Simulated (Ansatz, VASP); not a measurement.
One calculation of Mg, two programs

```
CELL_PARAMETERS angstrom
3.20930 0.00000 0.00000
-1.60465 2.77934 0.00000
0.00000 0.00000 5.21030
ATOMIC_POSITIONS crystal
Mg 0.33333 0.66667 0.25000
Mg 0.66667 0.33333 0.75000
```

Alike in both runs: task single point; functional LDA; k mesh 15 × 15 × 8; occupations gaussian, width 0.1 eV; no spin polarisation.

|  | VASP | Ansatz |
| --- | --- | --- |
| version | VASP 6.6.1 | Ansatz 0.2.0 |
| potentials or method | VASP PAW LDA potentials, release 64 (Mg), cutoff 520 eV | scalar-relativistic, plane waves, PAW |
| valence electrons in the cell | 4 | 20 |

Ansatz gave:

- gap on the k mesh at the Fermi level (eV): none
- pressure (GPa): -2.5
- traceless stress, the component that is largest in VASP (GPa): -0.48

Estimate VASP's values.

gap on the k mesh at the Fermi level (eV): none; pressure (GPa): -2.8; traceless stress, the component that is largest in VASP (GPa): -0.48.

Ansatz warns that its potentials were made for another functional, while VASP's fit it. LDA's correlation is that of Perdew and Zunger in VASP and of Perdew and Wang (1992) in Ansatz. A gap of «none» marks a metal or a gap that the smearing closes. VASP's potentials hold 4 valence electrons a cell and Ansatz's 20, so a difference there can come from the potentials and not from the codes.
